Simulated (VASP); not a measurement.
# Cl (P6_3/mmc) in VASP: a series of runs

Runs on Cl. Level: LDA. Tasks: relaxation of shape and atoms at fixed volume, single point.

Everything below comes from runs of VASP 6.6.1. Logs are shortened: lines on timing, memory, paths and dates and some standing lists are left out, and cuts for length are marked.

### 1 The cell of the first run

The structure is hexagonal, space group P6_3/mmc (No. 194). Conventional cell: a = 2.989 Å, b = 2.989 Å, c = 3.424 Å, α = 90.00°, β = 90.00°, γ = 120.00°. Cl (site symmetry -6m2) has 12 Cl at 2.43 to 2.99 Å within 3.2 Å.

### 2 Relaxation of shape and atoms at fixed volume, LDA

Contents of INCAR:

```
SYSTEM = Cl
PREC = Accurate
ENCUT = 600
EDIFF = 1E-7
ISMEAR = -1
SIGMA = 0.1
LREAL = .FALSE.
LASPH = .TRUE.
NELM = 80
ALGO = Normal
ISIF = 4
LWAVE = .FALSE.
LCHARG = .FALSE.
IBRION = 2
NSW = 50
EDIFFG = -0.005
```

Contents of KPOINTS:

```
Automatic mesh
0
G
  15 15 8
  0 0 0
```

Contents of POSCAR:

```
Cl
1.0
    2.9894564916      0.0000000000      0.0000000000
   -1.4947282458      2.5889452652      0.0000000000
    0.0000000000      0.0000000000      3.4240761988
Cl
2
Direct
    0.3333333333      0.6666666667      0.2500000000
    0.6666666667      0.3333333333      0.7500000000
```

Potentials or basis: VASP PAW LDA potentials, release 64 (Cl).

Command:

```bash
$ cat potpaw_LDA.64/Cl/POTCAR > POTCAR
$ mpirun -np 1 vasp_std > vasp.out
```

OUTCAR:

```text
SYSTEM = Cl
   PREC = Accurate
   ENCUT = 600
   EDIFF = 1E-7
   ISMEAR = -1
   LREAL = .FALSE.
   LASPH = .TRUE.
   NELM = 80
   ISIF = 4
   IBRION = 2
   NSW = 50
   EDIFFG = -0.005

 ion  position               nearest neighbor table
   1  0.333  0.667  0.250-   2 2.43   2 2.43   2 2.43   2 2.43   2 2.43   2 2.43
   2  0.667  0.333  0.750-   1 2.43   1 2.43   1 2.43   1 2.43   1 2.43   1 2.43

  LATTYP: Found a hexagonal cell.
 ALAT       =     2.9894564916
 C/A-ratio  =     1.1453841889

  Lattice vectors:

 A1 = (   2.9894564916,   0.0000000000,   0.0000000000)
 A2 = (  -1.4947282458,   2.5889452652,   0.0000000000)
 A3 = (   0.0000000000,   0.0000000000,   3.4240761988)

Analysis of symmetry for initial positions (statically):
=====================================================================
 Subroutine PRICEL returns:
 Original cell was already a primitive cell.

 Routine SETGRP: Setting up the symmetry group for a
 hexagonal supercell.

 Subroutine GETGRP returns: Found 24 space group operations
 (whereof 12 operations were pure point group operations)
 out of a pool of 24 trial point group operations.

The static configuration has the point symmetry D_3d.
 The point group associated with its full space group is D_6h.

Analysis of symmetry for dynamics (positions and initial velocities):
=====================================================================
 Subroutine PRICEL returns:
 Original cell was already a primitive cell.

 Routine SETGRP: Setting up the symmetry group for a
 hexagonal supercell.

 Subroutine GETGRP returns: Found 24 space group operations
 (whereof 12 operations were pure point group operations)
 out of a pool of 24 trial point group operations.

The dynamic configuration has the point symmetry D_3d.
 The point group associated with its full space group is D_6h.

 Subroutine INISYM returns: Found 24 space group operations
 (whereof 12 operations are pure point group operations),
 and found     1 'primitive' translations

----------------------------------------------------------------------------------------

                                     Primitive cell

  volume of cell :      26.5008

[... 97 lines left out ...]
   TEBEG  =    0.0;   TEEND  =   0.0 temperature during run
   PSTRESS=    0.0 pullay stress
   NELECT =      14.0000    total number of electrons
   NUPDOWN=      -1.0000    fix difference up-down
   EMIN   =  10.00;   EMAX   =-10.00  energy-range for DOS
   EFERMI =   0.00;   METHOD = LEGACY
   ISMEAR =    -1;   SIGMA  =   0.10  broadening in eV -4-tet -1-fermi 0-gaus
   EFERMI_NEDOS =   21; number of points for ismear=-14 and -15
   IALGO  =     38    algorithm
   IMIX   =      4    mixing-type and parameters
     AMIX     =   0.40;   BMIX     =  1.00
     AMIX_MAG =   1.60;   BMIX_MAG =  1.00
  volume/ion in A,a.u.               =      13.25        89.42
  Fermi-wavevector in a.u.,A,eV,Ry     =   1.323421  2.500903 23.829828  1.751443
  Thomas-Fermi vector in A             =   2.453030
   LORBIT       =      0    0 simple, 1 ext, 2 COOP (PROOUT), +10 PAW based schemes
   GGA     = CA    functional components
   LHFCALC =     F    Hartree Fock is set to
   AEXX    =    0.0000 exact exchange contribution
   IVDW    =     0    specifies the selected vdW correction
   LEPSILON=     F    determine dielectric tensor
   LRPA    =     F    only Hartree local field effects (RPA)
 conjugate gradient relaxation of ions
 non-spin polarized calculation
  energy-cutoff  :      600.00
  volume of cell :       26.50
 maximum number of plane-waves:       906
 NGX is ok and might be reduce to    24
   NGX = 11   NGY = 11   NGZ = 13

--------------------------------------- Ionic step        1  -------------------------------------------

 number of electron      13.9999998 magnetization

 Free energy of the ion-electron system (eV)
  ---------------------------------------------------
  ext. energy  EPLUGINS =         0.00000000
  ---------------------------------------------------
  free energy    TOTEN  =        -2.05489890 eV

  energy without entropy =       -2.01188852  energy(sigma->0) =       -2.03339371

------------------------ aborting loop because EDIFF is reached ----------------------------------------

  FORCE on cell =-STRESS in cart. coord.  units (eV):
  Direction    XX          YY          ZZ          XY          YZ          ZX
  --------------------------------------------------------------------------------------
  -------------------------------------------------------------------------------------
  Total        6.8032411      6.8032411     11.4110404      0.0000000      0.0000000      0.0000000
  in kB      411.3087205    411.3087205    689.8859443      0.0000000      0.0000000      0.0000000
  external PRESSURE =     504.1677951 kB  Pullay stress =       0.0000000 kB
[... 95 lines left out ...]
--------------------------------------- Ionic step        4  -------------------------------------------

 number of electron      14.0000002 magnetization

 Free energy of the ion-electron system (eV)
  ---------------------------------------------------
  ext. energy  EPLUGINS =         0.00000000
  ---------------------------------------------------
  free energy    TOTEN  =        -2.32592979 eV

  energy without entropy =       -2.27617853  energy(sigma->0) =       -2.30105416

 E-fermi :   8.8332     XC(G=0): -12.2451

 val. band max:        8.8318305135   @ k =   0.0000   0.0000   0.3750
 cond. band min:       8.8342151201   @ k =   0.2000   0.1333   0.0000
 fundamental gap:      0.0023846065
 Fermi energy:         8.8331700004

 k-point     1 :       0.0000    0.0000    0.0000
  band No.  band energies     occupation
      1     -11.3389      2.00000
      2      -5.1223      2.00000
      3      -0.1108      2.00000
      4       7.2728      2.00000
      5       7.2728      2.00000
      6       9.5324      0.00184
      7       9.5324      0.00184
      8      11.5158      0.00000
      9      15.7375      0.00000
     10      20.7624      0.00000
     11      21.0126      0.00000
[... 309 lines left out ...]
 k-point    24 :       0.4000    0.2000    0.0000
  band No.  band energies     occupation
      1      -7.3845      2.00000
      2      -6.0060      2.00000
      3       1.3014      2.00000
      4       3.9180      2.00000
      5       4.0095      2.00000
      6       4.5736      2.00000
      7       5.8069      2.00000
      8       7.6595      1.99998
      9      15.5632      0.00000
     10      17.2780      0.00000
     11      22.3475      0.00000

 [... further k-points ...]
[... 5 lines left out ...]
  --------------------------------------------------------------------------------------
  -------------------------------------------------------------------------------------
  Total        6.7463573      6.7463573      6.7418251      0.0000000     -0.0000000      0.0000000
  in kB      407.8696530    407.8696530    407.5956459      0.0000000     -0.0000000      0.0000000
  external PRESSURE =     407.7783173 kB  Pullay stress =       0.0000000 kB
[... 17 lines left out ...]
  FREE ENERGIE OF THE ION-ELECTRON SYSTEM (eV)
  ---------------------------------------------------
  free  energy   TOTEN  =        -2.3259297863 eV

  energy  without entropy=       -2.2761785334  energy(sigma->0) =       -2.30105416

 reached required accuracy - stopping structural energy minimisation
```

OSZICAR:

```text
N       E                     dE             d eps       ncg     rms          rms(c)
DAV:   1     0.822811374111E+02    0.82281E+02   -0.79185E+03  2970   0.133E+03
DAV:   2     0.119451502595E+01   -0.81087E+02   -0.76909E+02  4632   0.215E+02
DAV:   3    -0.206085021947E+01   -0.32554E+01   -0.31972E+01  3683   0.480E+01
[... 29 lines left out ...]
DAV:   2    -0.232600520059E+01    0.15329E-03   -0.62682E-04  3507   0.219E-01    0.570E-02
DAV:   3    -0.232592985448E+01    0.75346E-04   -0.14294E-04  3551   0.848E-02    0.118E-02
DAV:   4    -0.232592993791E+01   -0.83429E-07   -0.72308E-06  3456   0.234E-02    0.825E-03
DAV:   5    -0.232592978630E+01    0.15161E-06   -0.14864E-07  2320   0.388E-03    0.777E-04
DAV:   6    -0.232592978631E+01   -0.86402E-11   -0.99275E-09  1809   0.107E-03
   4 F= -.23259298E+01 E0= -.23010542E+01  d E =-.271031E+00
```

CONTCAR:

```text
Cl
   1.00000000000000
     2.8200067718826580    0.0000000000000000    0.0000000000000000
    -1.4100033859413290    2.4421975032444840    0.0000000000000000
     0.0000000000000000    0.0000000000000000    3.8479338068884061
  Cl
     2
Direct
     0.3333333332999970    0.6666666667000030    0.2500000000000000
     0.6666666667000030    0.3333333332999970    0.7500000000000000

  0.00000000E+00  0.00000000E+00  0.00000000E+00
  0.00000000E+00  0.00000000E+00  0.00000000E+00
```

Run time: 46 s. Hardware: 1 thread of Intel Xeon Platinum 8375C at 2.90GHz (Ice Lake), shared host; peak memory 0.15 GiB.

Results:

| Item | Value |
| --- | --- |
| Free energy | -2.3259 eV |
| Energy gained by relaxing | 135.5 meV/atom |
| Ionic steps | 4 |
| Pressure after relaxing | 40.8 GPa |
| Band gap on the k mesh | zero (band 7 reaches 10.06 eV, above the bottom of band 8 at 6.40 eV) |

Step by step:
```csv
step,energy change (eV),largest force (eV/Å),pressure (GPa),volume (Å³)
1,0.0000,0.0000,50.42,26.50
2,-0.2336,0.0000,43.86,26.50
3,-0.2709,0.0000,40.91,26.50
4,-0.2710,0.0000,40.78,26.50
```

Final structure:
```xyz
2
Lattice="2.8200 0.0000 0.0000 -1.4100 2.4422 0.0000 0.0000 0.0000 3.8479" Properties=species:S:1:pos:R:3 pbc="T T T"
Cl    0.0000    1.6281    0.9620
Cl    1.4100    0.8141    2.8859
```

### 3 Relaxation of shape and atoms at fixed volume, LDA

This run uses another cell than the first one, of 14.81 Å³/atom, 1.118 times its volume.

Contents of INCAR:

```
SYSTEM = Cl
  PREC = Accurate
  ENCUT = 600
  EDIFF = 1E-7
  ISMEAR = -1
  SIGMA = 0.1
  LREAL = .FALSE.
  LASPH = .TRUE.
  NELM = 80
  ALGO = Normal
  ISIF = 4
  LWAVE = .FALSE.
  LCHARG = .FALSE.
  IBRION = 2
  NSW = 50
  EDIFFG = -0.005
```

Contents of KPOINTS:

```
regular mesh
0
G
  15 15 8
  0 0 0
```

Contents of POSCAR:

```
Cl
1.0
    3.1023714633      0.0000000000      0.0000000000
   -1.5511857316      2.6867324992      0.0000000000
    0.0000000000      0.0000000000      3.5534072221
Cl
2
Direct
    0.3333333333      0.6666666667      0.2500000000
    0.6666666667      0.3333333333      0.7500000000
```

Potentials or basis: VASP PAW LDA potentials, release 64 (Cl).

Command:

```bash
$ cat potpaw_LDA.64/Cl/POTCAR > POTCAR
$ mpirun -np 1 vasp_std > vasp.out
```

OUTCAR:

```text
SYSTEM = Cl
   PREC = Accurate
   ENCUT = 600
   EDIFF = 1E-7
   ISMEAR = -1
   LREAL = .FALSE.
   LASPH = .TRUE.
   NELM = 80
   ISIF = 4
   IBRION = 2
   NSW = 50
   EDIFFG = -0.005

 ion  position               nearest neighbor table
   1  0.333  0.667  0.250-   2 2.52   2 2.52   2 2.52   2 2.52   2 2.52   2 2.52
   2  0.667  0.333  0.750-   1 2.52   1 2.52   1 2.52   1 2.52   1 2.52   1 2.52

  LATTYP: Found a hexagonal cell.
 ALAT       =     3.1023714633
 C/A-ratio  =     1.1453841889

  Lattice vectors:

 A1 = (   3.1023714633,   0.0000000000,   0.0000000000)
 A2 = (  -1.5511857316,   2.6867324992,   0.0000000000)
 A3 = (   0.0000000000,   0.0000000000,   3.5534072221)

Analysis of symmetry for initial positions (statically):
=====================================================================
 Subroutine PRICEL returns:
 Original cell was already a primitive cell.

 Routine SETGRP: Setting up the symmetry group for a
 hexagonal supercell.

 Subroutine GETGRP returns: Found 24 space group operations
 (whereof 12 operations were pure point group operations)
 out of a pool of 24 trial point group operations.

The static configuration has the point symmetry D_3d.
 The point group associated with its full space group is D_6h.

Analysis of symmetry for dynamics (positions and initial velocities):
=====================================================================
 Subroutine PRICEL returns:
 Original cell was already a primitive cell.

 Routine SETGRP: Setting up the symmetry group for a
 hexagonal supercell.

 Subroutine GETGRP returns: Found 24 space group operations
 (whereof 12 operations were pure point group operations)
 out of a pool of 24 trial point group operations.

[... 144 lines left out ...]
 Free energy of the ion-electron system (eV)
  ---------------------------------------------------
  ext. energy  EPLUGINS =         0.00000000
  ---------------------------------------------------
  free energy    TOTEN  =        -2.80283556 eV

  energy without entropy =       -2.75233069  energy(sigma->0) =       -2.77758312

------------------------ aborting loop because EDIFF is reached ----------------------------------------

  FORCE on cell =-STRESS in cart. coord.  units (eV):
  Direction    XX          YY          ZZ          XY          YZ          ZX
  --------------------------------------------------------------------------------------
  -------------------------------------------------------------------------------------
  Total        4.2232993      4.2232993      7.1688871      0.0000000     -0.0000000      0.0000000
  in kB      228.4542463    228.4542463    387.7922399      0.0000000     -0.0000000      0.0000000
  external PRESSURE =     281.5669108 kB  Pullay stress =       0.0000000 kB
[... 89 lines left out ...]
  FREE ENERGIE OF THE ION-ELECTRON SYSTEM (eV)
  ---------------------------------------------------
  free  energy   TOTEN  =        -2.9284842987 eV

  energy  without entropy=       -2.8708511060  energy(sigma->0) =       -2.89966770

[... ionic steps 4 to 15 ...]

--------------------------------------- Ionic step       16  -------------------------------------------

 number of electron      14.0000005 magnetization

------------------------ aborting loop because EDIFF is reached ----------------------------------------
[... 67 lines left out ...]
--------------------------------------- Ionic step       18  -------------------------------------------

 number of electron      14.0000005 magnetization

 Free energy of the ion-electron system (eV)
  ---------------------------------------------------
  ext. energy  EPLUGINS =         0.00000000
  ---------------------------------------------------
  free energy    TOTEN  =        -2.92848941 eV

  energy without entropy =       -2.87091492  energy(sigma->0) =       -2.89970217

 E-fermi :   6.9802     XC(G=0): -11.6729

 val. band max:        6.9577353899   @ k =   0.2667   0.1333   0.1250
 cond. band min:       6.9806136381   @ k =   0.2000   0.2000   0.1250
 fundamental gap:      0.0228782482
 Fermi energy:         6.9802348017

 k-point     1 :       0.0000    0.0000    0.0000
  band No.  band energies     occupation
      1     -11.9797      2.00000
      2      -6.4139      2.00000
      3      -0.7350      2.00000
      4       5.1104      2.00000
      5       5.1104      2.00000
      6       7.3177      0.06620
      7       7.3177      0.06620
      8       9.1710      0.00000
      9      13.5980      0.00000
     10      17.8630      0.00000
     11      19.0585      0.00000
[... 309 lines left out ...]
 k-point    24 :       0.4000    0.2000    0.0000
  band No.  band energies     occupation
      1      -8.7827      2.00000
      2      -7.5920      2.00000
      3       0.2981      2.00000
      4       2.6714      2.00000
      5       2.7783      2.00000
      6       3.4786      2.00000
      7       4.3399      2.00000
      8       6.1708      1.99939
      9      14.4023      0.00000
     10      15.2515      0.00000
     11      19.8969      0.00000

 [... further k-points ...]
[... 5 lines left out ...]
  --------------------------------------------------------------------------------------
  -------------------------------------------------------------------------------------
  Total        4.1776681      4.1776681      4.1856749      0.0000000     -0.0000000      0.0000000
  in kB      225.9858833    225.9858833    226.4190020      0.0000000     -0.0000000      0.0000000
  external PRESSURE =     226.1302562 kB  Pullay stress =       0.0000000 kB
[... 17 lines left out ...]
  FREE ENERGIE OF THE ION-ELECTRON SYSTEM (eV)
  ---------------------------------------------------
  free  energy   TOTEN  =        -2.9284894077 eV

  energy  without entropy=       -2.8709149235  energy(sigma->0) =       -2.89970217

 reached required accuracy - stopping structural energy minimisation
```

Run time: 2.6 min. Hardware: 1 thread of Intel Xeon Platinum 8375C at 2.90GHz (Ice Lake), shared host; peak memory 0.16 GiB.

Results:

| Quantity | Value |
| --- | --- |
| Free energy | -2.9285 eV |
| Energy gained by relaxing | 62.8 meV/atom |
| Ionic steps | 18 |
| Pressure after relaxing | 22.6 GPa |
| Band gap on the k mesh | zero (band 7 reaches 8.19 eV, above the bottom of band 8 at 5.05 eV) |

The path:
```tsv
step	energy change (eV)	largest force (eV/Å)	pressure (GPa)	volume (Å³)
1	0.0000	0.0000	28.16	29.62
2	-0.1008	0.0000	24.86	29.62
3	-0.1256	0.0000	22.57	29.62
4	-0.1256	0.0000	22.66	29.62
5	-0.1256	0.0000	22.65	29.62
6	-0.1256	0.0000	22.65	29.62
7	-0.1256	0.0000	22.65	29.62
8	-0.1256	0.0000	22.65	29.62
9	-0.1256	0.0000	22.65	29.62
10	-0.1256	0.0000	22.65	29.62
11	-0.1256	0.0000	22.65	29.62
12	-0.1256	0.0000	22.65	29.62
13	-0.1256	0.0000	22.65	29.62
14	-0.1256	0.0000	22.65	29.62
15	-0.1256	0.0000	22.64	29.62
16	-0.1256	0.0000	22.64	29.62
17	-0.1256	0.0000	22.63	29.62
18	-0.1257	0.0000	22.61	29.62
```

Final structure:
```xyz
2
Lattice="2.9729 0.0000 0.0000 -1.4865 2.5746 0.0000 0.0000 0.0000 3.8695" Properties=species:S:1:pos:R:3 pbc="T T T"
Cl    0.0000    1.7164    0.9674
Cl    1.4865    0.8582    2.9021
```

Levels at points of the mesh, in eV from the Fermi level:
```
           k point  band 3  band 4  band 5  band 6  band 7  band 8  band 9  band 10  band 11
(0.00, 0.00, 0.00)   -7.72   -1.87   -1.87    0.34    0.34    2.19    6.62    10.88    12.08
(0.00, 0.00, 0.50)   -2.27   -2.27   -0.78   -0.78   -0.78   -0.78    9.90     9.90    11.12
```

### 4 Single point, LDA

This run uses another cell than the first one, of 14.81 Å³/atom, 1.118 times its volume.

Contents of INCAR:

```
SYSTEM = Cl
  ALGO = Normal
  EDIFF = 1E-7
  ENCUT = 520
  ISIF = 2
  ISMEAR = 1
  LASPH = .True.
  LCHARG = .True.
  LELF = .True.
  LREAL = .False.
  LVHAR = .True.
  LWAVE = .False.
  NBANDS = 14
  NELM = 60
  PREC = Accurate
  SIGMA = 0.01
```

Contents of KPOINTS:

```
k-points
0
Gamma
  15 15 8
  0 0 0
```

Contents of POSCAR:

```
Cl
1.0
    2.9734575482      0.0000000000      0.0000000000
   -1.4867287740      2.5750897738      0.0000000000
    0.0000000000      0.0000000000      3.8682015056
Cl
2
Direct
    0.3333333333      0.6666666667      0.2500000000
    0.6666666667      0.3333333333      0.7500000000
```

Command:

```bash
$ cat potpaw_LDA.64/Cl/POTCAR > POTCAR
$ mpirun -np 1 vasp_std > vasp.out
```

It took 30 s on 1 thread of Intel Xeon Platinum 8259CL at 2.50GHz (Skylake/Cascade Lake), shared host; peak memory 0.15 GiB.

It converged, with:

```
Free energy            : -2.8972 eV
Pressure               : 22.3 GPa
Band gap on the k mesh : zero (band 7 reaches 8.20 eV, above the bottom of band 8 at 5.06 eV)
```

Stress tensor (GPa, compression positive):
```
22.41  0.00  0.00
 0.00 22.41  0.00
 0.00  0.00 22.20
```

Levels at points of the mesh, in eV from the Fermi level:
| k point | band 4 | band 5 | band 6 | band 7 | band 8 | band 9 | band 10 | band 11 |
| --- | --- | --- | --- | --- | --- | --- | --- | --- |
| (0.00, 0.00, 0.00) | -1.89 | -1.89 | 0.32 | 0.32 | 2.18 | 6.60 | 10.86 | 12.06 |
| (0.00, 0.00, 0.50) | -2.29 | -0.80 | -0.80 | -0.80 | -0.80 | 9.89 | 9.89 | 11.10 |

### 5 The runs side by side

```csv
task,cell,cutoff (eV),smearing,gap on the mesh (eV),pressure (GPa)
relaxation of shape and atoms at fixed volume,"relaxed from a = 2.989, b = 2.989, c = 3.424 Å, angles 90.0, 90.0, 120.0°, 2 atoms",600,fermi-dirac 0.1 eV,none,40.8
relaxation of shape and atoms at fixed volume,"relaxed from a = 3.102, b = 3.102, c = 3.553 Å, angles 90.0, 90.0, 120.0°, 2 atoms",600,fermi-dirac 0.1 eV,none,22.6
single point,"a = 2.973, b = 2.973, c = 3.868 Å, angles 90.0, 90.0, 120.0°, 2 atoms",520,methfessel-paxton 0.01 eV,none,22.3
```

Alike in all rows: level LDA; potentials or basis VASP PAW LDA potentials, release 64 (Cl); no spin polarisation; k mesh 15 × 15 × 8.

Total energies depend on the potentials used, so only differences within one code and one set of settings carry meaning.
